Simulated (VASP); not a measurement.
# SnO2 (I4_1/amd) in VASP: a series of runs

SnO2 is run at these levels: PBE; tasks: single point.

Everything below comes from runs of VASP 6.6.1. Logs are shortened: lines on timing, memory, paths and dates and some standing lists are left out, and cuts for length are marked.

## Step 1: The cell of the first run

Symmetry: I4_1/amd, No. 141, tetragonal system. The conventional cell has a = 3.801 Å, b = 3.801 Å, c = 10.917 Å, α = 90.00°, β = 90.00°, γ = 90.00°. Sn (site symmetry -4m2) has 6 O at 1.99 to 2.15 Å within 2.6 Å. Within 2.6 Å of O (site symmetry 2mm) lie 3 Sn at 1.99 to 2.15 Å and 2 O at 2.46 Å.

## Step 2: Single point, PBE (epitaxial xy strain -5.0%)

The input, INCAR:

```
SYSTEM = SnO2
PREC = Accurate
ENCUT = 520
EDIFF = 1E-7
ISMEAR = -1
SIGMA = 0.02
LREAL = .False.
LASPH = .True.
NELM = 100
ALGO = Normal
ISIF = 2
LWAVE = .False.
LCHARG = .True.
GGA = PE
LELF = .True.
LVHAR = .True.
NBANDS = 35
```

The input, KPOINTS:

```
regular mesh
0
Gamma
  10 10 10
  0 0 0
```

The input, POSCAR:

```
SnO2
1.0
   -1.9006556393      1.9006556393      5.4585185254
    1.9006556393     -1.9006556393      5.4585185254
    1.9006556393      1.9006556393     -5.4585185254
Sn O
2 4
Direct
    0.7500000000      0.2500000000      0.5000000000
    0.0000000000      0.0000000000      0.0000000000
    0.8032988247      0.8032988247      0.0000000000
    0.9467011753      0.4467011753      0.5000000000
    0.1967011753      0.1967011753      0.0000000000
    0.5532988247      0.0532988247      0.5000000000
```

Potentials or basis: VASP PAW PBE potentials, release 64 (Sn_d, O).

On the command line:

```bash
$ cat potpaw_PBE.64/Sn_d/POTCAR potpaw_PBE.64/O/POTCAR > POTCAR
$ mpirun -np 1 vasp_std > vasp.out
```

OUTCAR:

```text
SYSTEM = SnO2
   PREC = Accurate
   ENCUT = 520
   EDIFF = 1E-7
   ISMEAR = -1
   LREAL = .False.
   LASPH = .True.
   NELM = 100
   ISIF = 2
   GGA = PE

 ion  position               nearest neighbor table
   1  0.750  0.250  0.500-   3 1.99   5 1.99   3 1.99   5 1.99   4 2.15   6 2.15   2 3.33   2 3.33
                             2 3.33   2 3.33
   2  0.000  0.000  0.000-   6 1.99   4 1.99   6 1.99   4 1.99   3 2.15   5 2.15   1 3.33   1 3.33
                             1 3.33   1 3.33
   3  0.803  0.803  0.000-   1 1.99   1 1.99   2 2.15
   4  0.947  0.447  0.500-   2 1.99   2 1.99   1 2.15
   5  0.197  0.197  0.000-   1 1.99   1 1.99   2 2.15
   6  0.553  0.053  0.500-   2 1.99   2 1.99   1 2.15

  LATTYP: Found a body centered tetragonal cell.
 ALAT       =     3.8013112786
 C/A-ratio  =     2.8719134664

  Lattice vectors:

 A1 = (  -1.9006556393,   1.9006556393,   5.4585185254)
 A2 = (   1.9006556393,  -1.9006556393,   5.4585185254)
 A3 = (   1.9006556393,   1.9006556393,  -5.4585185254)

Analysis of symmetry for initial positions (statically):
=====================================================================
 Subroutine PRICEL returns:
 Original cell was already a primitive cell.

 Routine SETGRP: Setting up the symmetry group for a
 body centered tetragonal supercell.

 Subroutine GETGRP returns: Found 16 space group operations
 (whereof  8 operations were pure point group operations)
 out of a pool of 16 trial point group operations.

The static configuration has the point symmetry D_2d.
 The point group associated with its full space group is D_4h.

Analysis of symmetry for dynamics (positions and initial velocities):
=====================================================================
 Subroutine PRICEL returns:
 Original cell was already a primitive cell.

 Routine SETGRP: Setting up the symmetry group for a
 body centered tetragonal supercell.

 Subroutine GETGRP returns: Found 16 space group operations
 (whereof  8 operations were pure point group operations)
 out of a pool of 16 trial point group operations.

The dynamic configuration has the point symmetry D_2d.
 The point group associated with its full space group is D_4h.

 Subroutine INISYM returns: Found 16 space group operations
 (whereof  8 operations are pure point group operations),
 and found     1 'primitive' translations

----------------------------------------------------------------------------------------

                                     Primitive cell

  volume of cell :      78.8754

  direct lattice vectors                    reciprocal lattice vectors
    -1.900655639  1.900655639  5.458518525     0.000000000  0.263067117  0.091599946
     1.900655639 -1.900655639  5.458518525     0.263067117  0.000000000  0.091599946
     1.900655639  1.900655639 -5.458518525     0.263067117  0.263067117  0.000000000

  length of vectors
     6.084439844  6.084439844  6.084439844     0.278558536  0.278558536  0.372033085

  position of ions in fractional coordinates (direct lattice)
     0.750000000  0.250000000  0.500000000
     0.000000000  0.000000000  0.000000000
     0.803298825  0.803298825  0.000000000
     0.946701175  0.446701175  0.500000000
     0.196701175  0.196701175  0.000000000
     0.553298825  0.053298825  0.500000000

  ion indices of the primitive-cell ions
   primitive index   ion index
                 1           1
                 2           2
                 3           3
                 4           4
                 5           5
                 6           6

----------------------------------------------------------------------------------------

 KPOINTS: regular mesh

Automatic generation of k-mesh.
 Grid dimensions read from file:
 generate k-points for:   10   10   10

 Generating k-lattice:

  Cartesian coordinates                     Fractional coordinates (reciprocal lattice)
     0.000000000  0.026306712  0.009159995     0.100000000  0.000000000  0.000000000
     0.026306712  0.000000000  0.009159995     0.000000000  0.100000000  0.000000000
     0.026306712  0.026306712  0.000000000     0.000000000  0.000000000  0.100000000

  Length of vectors
     0.027855854  0.027855854  0.037203309

  Shift w.r.t. Gamma in fractional coordinates (k-lattice)
     0.000000000  0.000000000  0.000000000

 Subroutine IBZKPT returns following result:
 ===========================================

 Found    102 irreducible k-points:

 Following reciprocal coordinates:
            Coordinates               Weight
  0.000000  0.000000  0.000000      1.000000
  0.100000 -0.000000  0.000000      8.000000
  0.200000 -0.000000  0.000000      8.000000
  0.300000  0.000000  0.000000      8.000000
  0.400000 -0.000000  0.000000      8.000000
  0.500000  0.000000  0.000000      4.000000
[... 16 lines left out ...]
  0.300000  0.300000 -0.000000      8.000000
  0.400000  0.300000  0.000000     16.000000
 [... further k-points ...]
   k-points           NKPTS =    102   k-points in BZ     NKDIM =    102   number of bands    NBANDS=     35
   number of dos      NEDOS =    301   number of ions     NIONS =      6
   total plane-waves  NPLWV = 110592
   dimension x,y,z NGX =    48 NGY =   48 NGZ =   48
   dimension x,y,z NGXF=    96 NGYF=   96 NGZF=   96
   ions per type =               2   4
   NGX,Y,Z   is equivalent  to a cutoff of  13.12, 13.12, 13.12 a.u.
   NGXF,Y,Z  is equivalent  to a cutoff of  26.23, 26.23, 26.23 a.u.
 SYSTEM =  SnO2
   PREC   = accura    normal or accurate (medium, high low for compatibility)
   ISTART =      0    job   : 0-new  1-cont  2-samecut
   ICHARG =      2    charge: 1-file 2-atom 10-const
   ISPIN  =      1    spin polarized calculation?
   LNONCOLLINEAR =      F non collinear calculations
   LSORBIT =      F    spin-orbit coupling
   LASPH  =      T    aspherical Exc in radial PAW
   ENCUT  =  520.0 eV  38.22 Ry    6.18 a.u.  11.31 11.31 11.31*2*pi/ulx,y,z
   NELM   =    100;   NELMIN=  2; NELMDL= -5     # of ELM steps
   EDIFF  = 0.1E-06   stopping-criterion for ELM
   LREAL  =      F    real-space projection
   EDIFFG = 0.1E-05   stopping-criterion for IOM
   NSW    =      0    number of steps for IOM
   IBRION =     -1    ionic relax: 0-MD 1-quasi-New 2-CG
   NFREE  =      0    steps in history (QN), initial steepest desc. (CG)
   ISIF   =      2    stress and relaxation
   ISYM   =      2    0-nonsym 1-usesym 2-fastsym
   POTIM  = 0.5000    time-step for ionic-motion
   TEBEG  =    0.0;   TEEND  =   0.0 temperature during run
   PSTRESS=    0.0 pullay stress
   NELECT =      52.0000    total number of electrons
   NUPDOWN=      -1.0000    fix difference up-down
   EMIN   =  10.00;   EMAX   =-10.00  energy-range for DOS
   EFERMI =   0.00;   METHOD = LEGACY
   ISMEAR =    -1;   SIGMA  =   0.02  broadening in eV -4-tet -1-fermi 0-gaus
   EFERMI_NEDOS =   21; number of points for ismear=-14 and -15
   IALGO  =     38    algorithm
   IMIX   =      4    mixing-type and parameters
     AMIX     =   0.40;   BMIX     =  1.00
     AMIX_MAG =   1.60;   BMIX_MAG =  1.00
  volume/ion in A,a.u.               =      13.15        88.71
  Fermi-wavevector in a.u.,A,eV,Ry     =   1.424827  2.692532 27.621613  2.030131
  Thomas-Fermi vector in A             =   2.545276
   LORBIT       =      0    0 simple, 1 ext, 2 COOP (PROOUT), +10 PAW based schemes
   GGA     = PE    functional components
   LHFCALC =     F    Hartree Fock is set to
   AEXX    =    0.0000 exact exchange contribution
   IVDW    =     0    specifies the selected vdW correction
   LEPSILON=     F    determine dielectric tensor
   LRPA    =     F    only Hartree local field effects (RPA)
 non-spin polarized calculation
  energy-cutoff  :      520.00
  volume of cell :       78.88
 maximum number of plane-waves:      2138
 NGX is ok and might be reduce to    48
   NGX = 23   NGY = 23   NGZ = 23

 number of electron      52.0000007 magnetization

 Free energy of the ion-electron system (eV)
  ---------------------------------------------------
  ext. energy  EPLUGINS =         0.00000000
  ---------------------------------------------------
  free energy    TOTEN  =       -36.41599867 eV

  energy without entropy =      -36.41599867  energy(sigma->0) =      -36.41599867

 E-fermi :   4.8691     XC(G=0): -10.4852

 val. band max:        4.4824842733   @ k =  -0.4000   0.4000   0.0000
 cond. band min:       6.4319505440   @ k =   0.0000   0.0000   0.0000
 fundamental gap:      1.9494662707
 Fermi energy:         4.8691396572

 k-point     1 :       0.0000    0.0000    0.0000
  band No.  band energies     occupation
      1     -16.0118      2.00000
      2     -15.8350      2.00000
      3     -15.7119      2.00000
      4     -15.0116      2.00000
      5     -14.9476      2.00000
      6     -14.9476      2.00000
[... 27 lines left out ...]
     34      17.1471      0.00000
     35      17.4220      0.00000

 k-point     2 :       0.1000   -0.0000    0.0000
  band No.  band energies     occupation
      1     -15.9894      2.00000
      2     -15.8182      2.00000
      3     -15.6911      2.00000
      4     -15.0109      2.00000
      5     -14.9495      2.00000
      6     -14.9458      2.00000
[... 27 lines left out ...]
     34      17.0160      0.00000
     35      17.2000      0.00000

 k-point     3 :       0.2000   -0.0000    0.0000
  band No.  band energies     occupation
      1     -15.9342      2.00000
      2     -15.7931      2.00000
      3     -15.6118      2.00000
      4     -15.0291      2.00000
      5     -14.9542      2.00000
      6     -14.9519      2.00000
[... 27 lines left out ...]
     34      16.6368      0.00000
     35      16.7905      0.00000
[... 723 lines left out ...]
 k-point    23 :       0.3000    0.3000   -0.0000
  band No.  band energies     occupation
      1     -15.7050      2.00000
      2     -15.6046      2.00000
      3     -15.3409      2.00000
      4     -15.0925      2.00000
      5     -15.0126      2.00000
      6     -14.8896      2.00000
[... 27 lines left out ...]
     34      15.9990      0.00000
     35      17.2417      0.00000

 k-point    24 :       0.4000    0.3000    0.0000
  band No.  band energies     occupation
      1     -15.6362      2.00000
      2     -15.5329      2.00000
      3     -15.2865      2.00000
      4     -15.1160      2.00000
      5     -15.0220      2.00000
      6     -14.9050      2.00000
[... 27 lines left out ...]
     34      15.9841      0.00000
     35      17.6062      0.00000

 [... further k-points ...]

------------------------ aborting loop because EDIFF is reached ----------------------------------------

  FORCE on cell =-STRESS in cart. coord.  units (eV):
  Direction    XX          YY          ZZ          XY          YZ          ZX
  --------------------------------------------------------------------------------------
  -------------------------------------------------------------------------------------
  Total       10.2443897     10.2443897      3.7891269      0.0000000      0.0000000      0.0000000
  in kB      208.0918228    208.0918228     76.9676237      0.0000000      0.0000000      0.0000000
  external PRESSURE =     164.3837564 kB  Pullay stress =       0.0000000 kB

 VOLUME and BASIS-vectors are now :
 -----------------------------------------------------------------------------
  energy-cutoff  :      520.00
  volume of cell :       78.88
      direct lattice vectors                 reciprocal lattice vectors
    -1.900655639  1.900655639  5.458518525     0.000000000  0.263067117  0.091599946
     1.900655639 -1.900655639  5.458518525     0.263067117  0.000000000  0.091599946
     1.900655639  1.900655639 -5.458518525     0.263067117  0.263067117  0.000000000

 POSITION                                       TOTAL-FORCE (eV/Angst)
 -----------------------------------------------------------------------------------
      0.00000      1.90066      2.72926         0.000000      0.000000     -0.000000
      0.00000      0.00000      0.00000         0.000000      0.000000     -0.000000
      0.00000      0.00000      8.76964         0.000000     -0.000000      0.019400
      0.00000      1.90066      4.87665        -0.000000      0.000000     -0.019400
      0.00000      0.00000      2.14739         0.000000     -0.000000     -0.019400
     -0.00000      1.90066      0.58187        -0.000000      0.000000      0.019400
 -----------------------------------------------------------------------------------
    total drift:                                0.000000     -0.000000     -0.000000

  FREE ENERGIE OF THE ION-ELECTRON SYSTEM (eV)
  ---------------------------------------------------
  free  energy   TOTEN  =       -36.4159986668 eV

  energy  without entropy=      -36.4159986667  energy(sigma->0) =      -36.41599867
```

Wall time 4.3 min (1 thread of Intel Xeon 6975P-C (Granite Rapids), shared host); peak memory 0.45 GiB.

Results:

```yaml
Free_energy: -36.4160 eV
Pressure: 16.4 GPa
Largest_force: 0.019 eV/Å
Band_gap_on_the_k_mesh: 1.95 eV (least direct gap 2.25 eV)
```

Forces in eV/Å, atoms in the order of the input:
```
Sn   0.000  0.000  0.000
Sn   0.000  0.000  0.000
O    0.000  0.000  0.019
O    0.000  0.000 -0.019
O    0.000  0.000 -0.019
O    0.000  0.000  0.019
```

Levels at points of the mesh, in eV from the valence-band top:
```
           k point  band 24  band 25  band 26  band 27  band 28  band 29
(0.00, 0.00, 0.00)    -0.66    -0.30    -0.30     1.95     6.24     8.61
(0.50, 0.00, 0.00)    -0.72    -0.47    -0.22     5.33     6.60     8.08
(0.50, 0.50, 0.00)    -0.71    -0.08    -0.08     7.79     7.79     8.16
(0.50, 0.50, 0.50)    -1.10    -0.17    -0.17     4.77     4.77     7.35
```

Caveat: the cell differs from its parent crystal (epitaxial xy strain -5.0%); the cell stands under pressure; spin-orbit coupling is left out, which moves the levels of the heavy elements. A k mesh can miss the band edges.

## Step 3: Single point, PBE (strain -0.3%)

The input, INCAR:

```
PREC = Accurate
ENCUT = 520
EDIFF = 1E-6
ISMEAR = -1
SIGMA = 0.02
LREAL = F
LASPH = T
NELM = 100
ALGO = Normal
ISIF = 2
LWAVE = F
LCHARG = T
GGA = PE
LELF = T
LVHAR = T
NBANDS = 35
```

The input, KPOINTS:

```
Automatic mesh
0
Gamma
  10 10 10
```

The input, POSCAR:

```
SnO2
1.0
   -1.9930389013      1.9930389013      5.0844160105
    1.9930389013     -1.9930389013      5.0844160105
    1.9930389013      1.9930389013     -5.0844160105
Sn O
2 4
Direct
    0.7500000000      0.2500000000      0.5000000000
    0.0000000000      0.0000000000      0.0000000000
    0.7959402506      0.7959402506      0.0000000000
    0.9540597494      0.4540597494      0.5000000000
    0.2040597494      0.2040597494      0.0000000000
    0.5459402506      0.0459402506      0.5000000000
```

Potentials or basis: VASP PAW PBE potentials, release 64 (Sn_d, O).

On the command line:

```bash
$ cat potpaw_PBE.64/Sn_d/POTCAR potpaw_PBE.64/O/POTCAR > POTCAR
$ mpirun -np 1 vasp_std > vasp.out
```

Run time: 3.6 min. Hardware: 1 thread of Intel Xeon 6975P-C (Granite Rapids), shared host; peak memory 0.46 GiB.

The run converged. Its results:

```
Free energy            : -36.8446 eV
Pressure               : 9.1 GPa
Largest force          : 0.120 eV/Å
Band gap on the k mesh : 1.79 eV (least direct gap 2.19 eV)
```

Forces in eV/Å, atoms in the order of the input:
```
Sn   0.000  0.000  0.000
Sn   0.000  0.000  0.000
O    0.000  0.000 -0.120
O    0.000  0.000  0.120
O    0.000  0.000  0.120
O    0.000  0.000 -0.120
```

Stress tensor (GPa, compression positive):
```
9.03 0.00 0.00
0.00 9.03 0.00
0.00 0.00 9.33
```

Levels at points of the mesh, in eV from the valence-band top:
```
           k point  band 23  band 24  band 25  band 26  band 27  band 28  band 29  band 30
(0.00, 0.00, 0.00)    -0.67    -0.67    -0.41    -0.41     1.79     5.69     9.50     9.99
(0.50, 0.00, 0.00)    -0.79    -0.77    -0.59    -0.38     5.13     6.38     8.06     8.78
(0.50, 0.50, 0.00)    -0.80    -0.80    -0.04    -0.04     7.53     7.53     7.79     7.79
(0.50, 0.50, 0.50)    -1.02    -1.02    -0.30    -0.30     4.39     4.39     7.81     7.81
```

Caveat: the cell differs from its parent crystal (strain -0.3%); the cell stands under pressure; spin-orbit coupling is left out, which moves the levels of the heavy elements. A k mesh can miss the band edges.

## Step 4: Single point, PBE

This run uses another cell than the first one, of 13.60 Å³/atom.

The input, INCAR:

```
SYSTEM = SnO2
ALGO = Normal
EDIFF = 1E-6
ENCUT = 520
GGA = PE
ISIF = 2
ISMEAR = -1
LASPH = .True.
LCHARG = .True.
LELF = .True.
LREAL = .False.
LVHAR = .True.
LWAVE = .False.
NBANDS = 35
NELM = 80
PREC = Accurate
SIGMA = 0.02
```

The input, KPOINTS:

```
k-points
0
Gamma
  10 10 10
  0 0 0
```

The input, POSCAR:

```
SnO2
1.0
   -1.9996377057      1.9996377057      5.1012501359
    1.9996377057     -1.9996377057      5.1012501359
    1.9996377057      1.9996377057     -5.1012501359
Sn O
2 4
Direct
    0.7500000000      0.2500000000      0.5000000000
    0.0000000000      0.0000000000      0.0000000000
    0.7963396012      0.7963396012      0.0000000000
    0.9536603988      0.4536603988      0.5000000000
    0.2036603988      0.2036603988      0.0000000000
    0.5463396012      0.0463396012      0.5000000000
```

On the command line:

```bash
$ cat potpaw_PBE.64/Sn_d/POTCAR potpaw_PBE.64/O/POTCAR > POTCAR
$ mpirun -np 1 vasp_std > vasp.out
```

Wall time 3.9 min (1 thread of Intel Xeon 6975P-C (Granite Rapids), shared host); peak memory 0.46 GiB.

It converged, with:

```yaml
Free_energy: -36.8851 eV
Pressure: 7.4 GPa
Largest_force: 0.120 eV/Å
Band_gap_on_the_k_mesh: 1.70 eV (least direct gap 2.09 eV)
```

Forces on the atoms (eV/Å):
```
Sn   0.000  0.000  0.000
Sn   0.000  0.000  0.000
O    0.000  0.000 -0.120
O    0.000  0.000  0.120
O    0.000  0.000  0.120
O    0.000  0.000 -0.120
```

Stress tensor (GPa, compression positive):
```
7.19 0.00 0.00
0.00 7.19 0.00
0.00 0.00 7.76
```

Levels at points of the mesh, in eV from the valence-band top:
| k point | band 23 | band 24 | band 25 | band 26 | band 27 | band 28 | band 29 | band 30 |
| --- | --- | --- | --- | --- | --- | --- | --- | --- |
| (0.00, 0.00, 0.00) | -0.66 | -0.66 | -0.39 | -0.39 | 1.70 | 5.62 | 9.46 | 9.93 |
| (0.50, 0.00, 0.00) | -0.77 | -0.75 | -0.57 | -0.38 | 5.03 | 6.30 | 8.00 | 8.71 |
| (0.50, 0.50, 0.00) | -0.79 | -0.79 | -0.04 | -0.04 | 7.41 | 7.41 | 7.74 | 7.74 |
| (0.50, 0.50, 0.50) | -1.01 | -1.01 | -0.29 | -0.29 | 4.32 | 4.32 | 7.78 | 7.78 |

Caveat: the cell stands under pressure; spin-orbit coupling is left out, which moves the levels of the heavy elements. A k mesh can miss the band edges.

## Step 5: Summary

| cell | gap on the mesh (eV) | pressure (GPa) | largest force (eV/Å) |
| --- | --- | --- | --- |
| a = 6.084 Å, angles 143.6, 143.6, 52.4°, 6 atoms, atomic positions A | 1.95 | 16.4 | 0.02 |
| a = 5.813 Å, angles 139.9, 139.9, 58.0°, 6 atoms, atomic positions B | 1.79 | 9.1 | 0.12 |
| a = 5.833 Å, angles 139.9, 139.9, 58.0°, 6 atoms, atomic positions B | 1.70 | 7.4 | 0.12 |

Alike in all rows: task single point; level PBE; potentials or basis VASP PAW PBE potentials, release 64 (Sn_d, O); no spin polarisation; k mesh 10 × 10 × 10; cutoff (eV) 520; smearing fermi-dirac 0.02 eV.

Caveats: the cell stands under pressure; spin-orbit coupling is left out, which moves the levels of the heavy elements.

Absolute energies hang on the potentials; compare differences alone.
